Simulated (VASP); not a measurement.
## CsI: single point with PBEsol

The system is CsI.

```
Cs I
1.0
     4.50498    0.00000    0.00000
     0.00000    4.50498    0.00000
     0.00000    0.00000    4.50498
Cs I
1 1
Direct
  0.00000 0.00000 0.00000
  0.50000 0.50000 0.50000
```

```yaml
Program: VASP 6.6.1
Task: single point
Functional: PBEsol
Potentials_or_basis: VASP PAW PBE potentials, release 64 (Cs_sv, I)
Cutoff: 500 eV
k_mesh: 6 × 6 × 6
Occupations: fermi-dirac, width 0.05 eV
Spin: no spin polarisation
Dipole_correction: no
Further_INCAR_settings: ALGO = Normal; EDIFF = 1e-06; NBANDS = 15
```

The pressure is 0.1 GPa and the band gap on the k mesh is 3.84 eV (least direct gap 3.92 eV).

Levels at points of the mesh, in eV from the valence-band top:
```csv
k point,band 5,band 6,band 7,band 8,band 9,band 10,band 11,band 12
"(0.00, 0.00, 0.00)",-6.99,-0.08,-0.08,-0.08,3.84,4.01,4.01,7.83
"(0.50, 0.00, 0.00)",-6.91,-1.70,-0.27,-0.27,5.09,6.51,6.68,6.83
"(0.50, 0.50, 0.00)",-6.87,-0.90,-0.90,0.00,4.11,4.83,6.04,6.04
"(0.50, 0.50, 0.50)",-7.28,-1.44,-1.44,-1.44,7.19,7.19,7.19,8.01
```

Run time: 32 s on 1 thread of Intel Xeon 8259CL (shared host), peak memory 0.21 GiB.

Caveat: the PAW data sets were made with another functional, which shifts forces and pressure a little; spin-orbit coupling is left out, which moves the levels of the heavy elements. A k mesh can miss the band edges.
